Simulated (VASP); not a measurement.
# SiC (R3m) in VASP: further runs, part 2 of 3

VASP 6.6.1.

## (4) Single point, PBEsol

File INCAR:

```
PREC = Accurate ; ENCUT = 520
EDIFF = 1E-6 ; ISMEAR = 0
SIGMA = 0.05 ; LREAL = False
LASPH = True ; NELM = 80
ALGO = Normal ; ISIF = 2
LWAVE = False ; LCHARG = True
GGA = PS ; LELF = True
LVHAR = True ; NBANDS = 11
```

File KPOINTS:

```
Automatic mesh
0
Gamma
  12 12 12
```

File POSCAR:

```
SiC
1.0
    0.0000000000      2.1481890648      2.1481890648
    2.1481890648      0.0000000000      2.1481890648
    2.1198329692      2.1198329692      0.0283560957
Si C
1 1
Direct
    0.0000000000      0.0000000000      0.0000000000
    0.7500000000      0.7500000000      0.7500000000
```

Potentials or basis: VASP PAW PBE potentials, release 64 (Si, C).

Launch:

```
cat potpaw_PBE.64/Si/POTCAR potpaw_PBE.64/C/POTCAR > POTCAR
mpirun -np 1 vasp_std > vasp.out
```

OUTCAR:

```text
PREC = Accurate
   ENCUT = 520
   EDIFF = 1E-6
   ISMEAR = 0
   LREAL = False
   LASPH = True
   NELM = 80
   ISIF = 2
   GGA = PS

 ion  position               nearest neighbor table
   1  0.000  0.000  0.000-   2 1.82   2 1.86   2 1.86   2 1.86
   2  0.750  0.750  0.750-   1 1.82   1 1.86   1 1.86   1 1.86

  LATTYP: Found a trigonal (rhomboedric) cell.
 ALAT       =     2.9980306373
 COS(alpha) =     0.4865798968

  Lattice vectors:

 A1 = (   2.1198329692,  -0.0283560956,  -2.1198329691)
 A2 = (  -0.0283560956,   2.1198329692,  -2.1198329691)
 A3 = (   2.1198329692,   2.1198329692,   0.0283560957)

Analysis of symmetry for initial positions (statically):
=====================================================================
 Subroutine PRICEL returns:
 Original cell was already a primitive cell.

 Routine SETGRP: Setting up the symmetry group for a
 trigonal (rhombohedral) supercell.

 Subroutine GETGRP returns: Found  6 space group operations
 (whereof  6 operations were pure point group operations)
 out of a pool of 12 trial point group operations.

The static configuration has the point symmetry C_3v.

Analysis of symmetry for dynamics (positions and initial velocities):
=====================================================================
 Subroutine PRICEL returns:
 Original cell was already a primitive cell.

 Routine SETGRP: Setting up the symmetry group for a
 trigonal (rhombohedral) supercell.

 Subroutine GETGRP returns: Found  6 space group operations
 (whereof  6 operations were pure point group operations)
 out of a pool of 12 trial point group operations.

The dynamic configuration has the point symmetry C_3v.

 Subroutine INISYM returns: Found  6 space group operations
 (whereof  6 operations are pure point group operations),
 and found     1 'primitive' translations

----------------------------------------------------------------------------------------

                                     Primitive cell

  volume of cell :      19.4340

  direct lattice vectors                    reciprocal lattice vectors
     0.000000000  2.148189065  2.148189065    -0.234321396  0.231186979  0.234321396
     2.148189065  0.000000000  2.148189065     0.231186979 -0.234321396  0.234321396
     2.119832969  2.119832969  0.028356096     0.237455812  0.237455812 -0.237455812

  length of vectors
     3.037998110  3.037998110  2.998030637     0.404055011  0.404055011  0.411285532

  position of ions in fractional coordinates (direct lattice)
     0.000000000  0.000000000  0.000000000
     0.750000000  0.750000000  0.750000000

  ion indices of the primitive-cell ions
   primitive index   ion index
                 1           1
                 2           2

----------------------------------------------------------------------------------------

 KPOINTS: Automatic mesh

Automatic generation of k-mesh.
 Grid dimensions read from file:
 generate k-points for:   12   12   12

 Generating k-lattice:

  Cartesian coordinates                     Fractional coordinates (reciprocal lattice)
    -0.019526783  0.019265582  0.019526783     0.083333333  0.000000000  0.000000000
     0.019265582 -0.019526783  0.019526783     0.000000000  0.083333333  0.000000000
     0.019787984  0.019787984 -0.019787984     0.000000000  0.000000000  0.083333333

  Length of vectors
     0.033671251  0.033671251  0.034273794

  Shift w.r.t. Gamma in fractional coordinates (k-lattice)
     0.000000000  0.000000000  0.000000000

 Subroutine IBZKPT returns following result:
 ===========================================

 Found    189 irreducible k-points:

 Following reciprocal coordinates:
            Coordinates               Weight
  0.000000  0.000000  0.000000      1.000000
  0.083333  0.000000  0.000000      6.000000
  0.166667  0.000000 -0.000000      6.000000
  0.250000  0.000000  0.000000      6.000000
  0.333333  0.000000 -0.000000      6.000000
  0.416667  0.000000  0.000000      6.000000
[... 16 lines left out ...]
  0.500000  0.166667 -0.000000     12.000000
 -0.416667  0.166667 -0.000000     12.000000
 [... further k-points ...]
   k-points           NKPTS =    189   k-points in BZ     NKDIM =    189   number of bands    NBANDS=     11
   number of dos      NEDOS =    301   number of ions     NIONS =      2
   total plane-waves  NPLWV =  13824
   dimension x,y,z NGX =    24 NGY =   24 NGZ =   24
   dimension x,y,z NGXF=    48 NGYF=   48 NGZF=   48
   ions per type =               1   1
   NGX,Y,Z   is equivalent  to a cutoff of  13.13, 13.13, 13.31 a.u.
   NGXF,Y,Z  is equivalent  to a cutoff of  26.27, 26.27, 26.62 a.u.
 SYSTEM =  unknown system
   PREC   = accura    normal or accurate (medium, high low for compatibility)
   ISTART =      0    job   : 0-new  1-cont  2-samecut
   ICHARG =      2    charge: 1-file 2-atom 10-const
   ISPIN  =      1    spin polarized calculation?
   LNONCOLLINEAR =      F non collinear calculations
   LSORBIT =      F    spin-orbit coupling
   LASPH  =      T    aspherical Exc in radial PAW
   ENCUT  =  520.0 eV  38.22 Ry    6.18 a.u.   5.65  5.65  5.57*2*pi/ulx,y,z
   NELM   =     80;   NELMIN=  2; NELMDL= -5     # of ELM steps
   EDIFF  = 0.1E-05   stopping-criterion for ELM
   LREAL  =      F    real-space projection
   EDIFFG = 0.1E-04   stopping-criterion for IOM
   NSW    =      0    number of steps for IOM
   IBRION =     -1    ionic relax: 0-MD 1-quasi-New 2-CG
   NFREE  =      0    steps in history (QN), initial steepest desc. (CG)
   ISIF   =      2    stress and relaxation
   ISYM   =      2    0-nonsym 1-usesym 2-fastsym
   POTIM  = 0.5000    time-step for ionic-motion
   TEBEG  =    0.0;   TEEND  =   0.0 temperature during run
   PSTRESS=    0.0 pullay stress
   NELECT =       8.0000    total number of electrons
   NUPDOWN=      -1.0000    fix difference up-down
   EMIN   =  10.00;   EMAX   =-10.00  energy-range for DOS
   EFERMI =   0.00;   METHOD = LEGACY
   ISMEAR =     0;   SIGMA  =   0.05  broadening in eV -4-tet -1-fermi 0-gaus
   EFERMI_NEDOS =   21; number of points for ismear=-14 and -15
   IALGO  =     38    algorithm
   IMIX   =      4    mixing-type and parameters
     AMIX     =   0.40;   BMIX     =  1.00
     AMIX_MAG =   1.60;   BMIX_MAG =  1.00
  volume/ion in A,a.u.               =       9.72        65.57
  Fermi-wavevector in a.u.,A,eV,Ry     =   1.217823  2.301351 20.178696  1.483092
  Thomas-Fermi vector in A             =   2.353130
   LORBIT       =      0    0 simple, 1 ext, 2 COOP (PROOUT), +10 PAW based schemes
   GGA     = PS    functional components
   LHFCALC =     F    Hartree Fock is set to
   AEXX    =    0.0000 exact exchange contribution
   IVDW    =     0    specifies the selected vdW correction
   LEPSILON=     F    determine dielectric tensor
   LRPA    =     F    only Hartree local field effects (RPA)
 non-spin polarized calculation
 Gauss-broadening in eV      SIGMA  =   0.05
  energy-cutoff  :      520.00
  volume of cell :       19.43
 maximum number of plane-waves:       536
   NGX = 11   NGY = 11   NGZ = 11

 number of electron       7.9999999 magnetization

 Free energy of the ion-electron system (eV)
  ---------------------------------------------------
  ext. energy  EPLUGINS =         0.00000000
  ---------------------------------------------------
  free energy    TOTEN  =       -15.84432358 eV

  energy without entropy =      -15.84432358  energy(sigma->0) =      -15.84432358

 E-fermi :   9.0826     XC(G=0): -11.7770

 val. band max:        8.8599646968   @ k =   0.0000   0.0000   0.0000
 cond. band min:       9.9434005632   @ k =   0.5000   0.5000  -0.0000
 fundamental gap:      1.0834358664
 Fermi energy:         9.0826068152

 k-point     1 :       0.0000    0.0000    0.0000
  band No.  band energies     occupation
      1      -7.1514      2.00000
      2       8.7325      2.00000
      3       8.7325      2.00000
      4       8.8600      2.00000
      5      15.5744      0.00000
      6      16.3026      0.00000
      7      16.3026      0.00000
      8      16.9227      0.00000
      9      23.6118      0.00000
     10      23.6118      0.00000
     11      26.0163      0.00000
[... 309 lines left out ...]
 k-point    24 :      -0.4167    0.1667   -0.0000
  band No.  band energies     occupation
      1      -3.0310      2.00000
      2       0.3904      2.00000
      3       5.6013      2.00000
      4       7.2829      2.00000
      5      14.1082      0.00000
      6      16.9781      0.00000
      7      17.7116      0.00000
      8      20.4160      0.00000
      9      23.8106      0.00000
     10      24.7855      0.00000
     11      27.4977      0.00000

 [... further k-points ...]
[... 5 lines left out ...]
  --------------------------------------------------------------------------------------
  -------------------------------------------------------------------------------------
  Total        1.9432718      1.9432718      1.9432718      0.5305456     -0.5305456     -0.5305456
  in kB      160.2071615    160.2071615    160.2071615     43.7392296    -43.7392296    -43.7392296
  external PRESSURE =     160.2071615 kB  Pullay stress =       0.0000000 kB

 VOLUME and BASIS-vectors are now :
 -----------------------------------------------------------------------------
  energy-cutoff  :      520.00
  volume of cell :       19.43
      direct lattice vectors                 reciprocal lattice vectors
     0.000000000  2.148189065  2.148189065    -0.234321396  0.231186979  0.234321396
     2.148189065  0.000000000  2.148189065     0.231186979 -0.234321396  0.234321396
     2.119832969  2.119832969  0.028356096     0.237455812  0.237455812 -0.237455812

 POSITION                                       TOTAL-FORCE (eV/Angst)
 -----------------------------------------------------------------------------------
      0.00000      0.00000      0.00000        -0.175230     -0.175230      0.175230
      3.20102      3.20102      3.24355         0.175230      0.175230     -0.175230
 -----------------------------------------------------------------------------------
    total drift:                               -0.000109     -0.000109      0.000108

  FREE ENERGIE OF THE ION-ELECTRON SYSTEM (eV)
  ---------------------------------------------------
  free  energy   TOTEN  =       -15.8443235778 eV

  energy  without entropy=      -15.8443235778  energy(sigma->0) =      -15.84432358
```

Run time: 25 s. Hardware: 1 thread of Intel Xeon 6975P-C, shared host; peak memory 0.16 GiB.

What came out:

```yaml
Free_energy: -15.8443 eV
Pressure: 16.0 GPa
Largest_force: 0.304 eV/Å
Band_gap_on_the_k_mesh: 1.08 eV, indirect (least direct gap 4.38 eV)
```

Forces on the atoms (eV/Å):
```
Si  -0.175 -0.175  0.175
C    0.175  0.175 -0.175
```

Stress tensor (GPa, compression positive):
```
16.02  4.37 -4.37
 4.37 16.02 -4.37
-4.37 -4.37 16.02
```

Caveat: the PAW data sets were made with another functional, which shifts forces and pressure a little. A k mesh can miss the band edges.

## (5) Single point, PBEsol

File INCAR:

```
  ALGO = Normal
  EDIFF = 1E-7
  ENCUT = 520
  GGA = PS
  ISIF = 2
  ISMEAR = 0
  LASPH = T
  LCHARG = T
  LELF = T
  LREAL = F
  LVHAR = T
  LWAVE = F
  NBANDS = 11
  NELM = 80
  PREC = Accurate
  SIGMA = 0.05
```

File KPOINTS:

```
k-points
0
Gamma
  12 12 12
```

File POSCAR:

```
SiC
1.0
    0.0000000000      2.1197385327      2.1197385327
    2.1197385327      0.0000000000      2.1197385327
    2.1482843450      2.1482843450     -0.0285458122
Si C
1 1
Direct
    0.0000000000      0.0000000000      0.0000000000
    0.7500000000      0.7500000000      0.7500000000
```

Potentials or basis: VASP PAW PBE potentials, release 64 (Si, C).

Launch:

```
cat potpaw_PBE.64/Si/POTCAR potpaw_PBE.64/C/POTCAR > POTCAR
mpirun -np 1 vasp_std > vasp.out
```

OUTCAR:

```text
EDIFF = 1E-7
   ENCUT = 520
   GGA = PS
   ISIF = 2
   ISMEAR = 0
   LASPH = T
   LREAL = F
   NELM = 80
   PREC = Accurate

 ion  position               nearest neighbor table
   1  0.000  0.000  0.000-   2 1.84   2 1.84   2 1.84   2 1.87
   2  0.750  0.750  0.750-   1 1.84   1 1.84   1 1.84   1 1.87

  LATTYP: Found a trigonal (rhomboedric) cell.
 ALAT       =     3.0382669595
 COS(alpha) =     0.5132424153

  Lattice vectors:

 A1 = (   2.1482843450,   0.0285458123,  -2.1482843449)
 A2 = (   0.0285458123,   2.1482843450,  -2.1482843449)
 A3 = (   2.1482843450,   2.1482843450,  -0.0285458122)

Analysis of symmetry for initial positions (statically):
=====================================================================
 Subroutine PRICEL returns:
 Original cell was already a primitive cell.

 Routine SETGRP: Setting up the symmetry group for a
 trigonal (rhombohedral) supercell.

 Subroutine GETGRP returns: Found  6 space group operations
 (whereof  6 operations were pure point group operations)
 out of a pool of 12 trial point group operations.

The static configuration has the point symmetry C_3v.

Analysis of symmetry for dynamics (positions and initial velocities):
=====================================================================
 Subroutine PRICEL returns:
 Original cell was already a primitive cell.

 Routine SETGRP: Setting up the symmetry group for a
 trigonal (rhombohedral) supercell.

 Subroutine GETGRP returns: Found  6 space group operations
 (whereof  6 operations were pure point group operations)
 out of a pool of 12 trial point group operations.

The dynamic configuration has the point symmetry C_3v.

 Subroutine INISYM returns: Found  6 space group operations
 (whereof  6 operations are pure point group operations),
 and found     1 'primitive' translations

----------------------------------------------------------------------------------------

                                     Primitive cell
[... 114 lines left out ...]
  Thomas-Fermi vector in A             =   2.353130
   LORBIT       =      0    0 simple, 1 ext, 2 COOP (PROOUT), +10 PAW based schemes
   GGA     = PS    functional components
   LHFCALC =     F    Hartree Fock is set to
   AEXX    =    0.0000 exact exchange contribution
   IVDW    =     0    specifies the selected vdW correction
   LEPSILON=     F    determine dielectric tensor
   LRPA    =     F    only Hartree local field effects (RPA)
 non-spin polarized calculation
 Gauss-broadening in eV      SIGMA  =   0.05
  energy-cutoff  :      520.00
  volume of cell :       19.43
 maximum number of plane-waves:       540
 NGX is ok and might be reduce to    24
   NGX = 11   NGY = 11   NGZ = 11

 number of electron       7.9999999 magnetization

 Free energy of the ion-electron system (eV)
  ---------------------------------------------------
  ext. energy  EPLUGINS =         0.00000000
  ---------------------------------------------------
  free energy    TOTEN  =       -15.84454392 eV

  energy without entropy =      -15.84454392  energy(sigma->0) =      -15.84454392

 E-fermi :   9.0445     XC(G=0): -11.7769

 val. band max:        8.8223346270   @ k =   0.0000   0.0000   0.0000
 cond. band min:       9.9436432259   @ k =   0.5000   0.5000   0.0000
 fundamental gap:      1.1213085989
 Fermi energy:         9.0445074725

 k-point     1 :       0.0000    0.0000    0.0000
  band No.  band energies     occupation
      1      -7.1513      2.00000
      2       8.6816      2.00000
      3       8.8223      2.00000
      4       8.8223      2.00000
      5      15.4718      0.00000
      6      16.3706      0.00000
      7      16.6306      0.00000
      8      16.6306      0.00000
      9      23.6119      0.00000
     10      23.6119      0.00000
     11      26.0009      0.00000
[... 309 lines left out ...]
 k-point    24 :      -0.4167    0.1667    0.0000
  band No.  band energies     occupation
      1      -2.9127      2.00000
      2       0.4097      2.00000
      3       5.5774      2.00000
      4       7.1564      2.00000
      5      13.9233      0.00000
      6      16.8203      0.00000
      7      17.4904      0.00000
      8      20.5340      0.00000
      9      24.0480      0.00000
     10      24.6043      0.00000
     11      27.5869      0.00000

 [... further k-points ...]
[... 5 lines left out ...]
  --------------------------------------------------------------------------------------
  -------------------------------------------------------------------------------------
  Total        1.9407810      1.9407810      1.9407810     -0.5148831      0.5148831      0.5148831
  in kB      160.0018163    160.0018163    160.0018163    -42.4479812     42.4479812     42.4479812
  external PRESSURE =     160.0018163 kB  Pullay stress =       0.0000000 kB

 VOLUME and BASIS-vectors are now :
 -----------------------------------------------------------------------------
  energy-cutoff  :      520.00
  volume of cell :       19.43
      direct lattice vectors                 reciprocal lattice vectors
     0.000000000  2.119738533  2.119738533    -0.234321349  0.237434947  0.234321349
     2.119738533  0.000000000  2.119738533     0.237434947 -0.234321349  0.234321349
     2.148284345  2.148284345 -0.028545812     0.231207752  0.231207752 -0.231207752

 POSITION                                       TOTAL-FORCE (eV/Angst)
 -----------------------------------------------------------------------------------
      0.00000      0.00000      0.00000         0.149608      0.149608     -0.149608
      3.20102      3.20102      3.15820        -0.149608     -0.149608      0.149608
 -----------------------------------------------------------------------------------
    total drift:                               -0.000056     -0.000056      0.000056

  FREE ENERGIE OF THE ION-ELECTRON SYSTEM (eV)
  ---------------------------------------------------
  free  energy   TOTEN  =       -15.8445439187 eV

  energy  without entropy=      -15.8445439187  energy(sigma->0) =      -15.84454392
```

stdout:

```text
POSCAR found type information on POSCAR SiC
 POSCAR found :  2 types and       2 ions
 scaLAPACK will be used
 -----------------------------------------------------------------------------
|                                                                             |
|                                                                             |
|     You enforced a specific xc type in the INCAR file but a different       |
|     I HOPE YOU KNOW WHAT YOU ARE DOING!                                     |
|                                                                             |
 -----------------------------------------------------------------------------

 LDA part: xc-table for (Slater+PW92), standard interpolation
 POSCAR, INCAR and KPOINTS ok, starting setup
 FFT: planning ... GRIDC
 FFT: planning ... GRID_SOFT
 FFT: planning ... GRID
 WAVECAR not read
 entering main loop
```

It used 22 s of CPU time on 1 thread of Intel Xeon 6975P-C (shared host).

What came out:

| Property | Result |
| --- | --- |
| Free energy | -15.8445 eV |
| Pressure | 16.0 GPa |
| Largest force | 0.259 eV/Å |
| Band gap on the k mesh | 1.12 eV, indirect (least direct gap 4.39 eV) |

Forces on the atoms (eV/Å):
```
Si   0.150  0.150 -0.150
C   -0.150 -0.150  0.150
```

Caveat: the PAW data sets were made with another functional, which shifts forces and pressure a little. A k mesh can miss the band edges.

(Continued in part 3 of 3.)
